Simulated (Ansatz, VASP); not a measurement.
CaSb4: VASP beside Ansatz

```xyz
5
Lattice="5.0454 -2.1327 0.0244 5.0454 2.1327 0.0244 -4.6645 0.0000 7.9196" Properties=species:S:1:pos:R:3 pbc="T T T"
Ca    5.0454    0.0000    0.0244
Sb    6.4730    0.0000    3.3139
Sb    3.3177    0.0000    6.5585
Sb    2.1086    0.0000    1.4100
Sb   -1.0467    0.0000    4.6546
```

Alike in both runs: functional PBE; k mesh 10 × 10 × 6; occupations gaussian, width 0.1 eV; no spin polarisation.

Ansatz relaxed the structure, and its values are those at the end. VASP's run is a single point on that final structure, the one shown.

```csv
,VASP,Ansatz
version,VASP 6.6.1,Ansatz 0.2.0
potentials or method,"VASP PAW PBE potentials, release 64 (Ca_sv, Sb), cutoff 520 eV","scalar-relativistic, plane waves, PAW"
valence electrons in the cell,30,70
```

VASP gave:

```
gap on the k mesh at the Fermi level (eV) : none
pressure (GPa)                            : 0.1
rms of the force components (eV/Å)        : 0.019
```

Task: Which values does Ansatz return?

Result: gap on the k mesh at the Fermi level (eV): none; pressure (GPa): 0.0; rms of the force components (eV/Å): 0.002.

A gap of «none» marks a metal or a gap that the smearing closes. VASP's potentials hold 30 valence electrons a cell and Ansatz's 70, so a difference there can come from the potentials and not from the codes.

Spin-orbit coupling is off throughout.
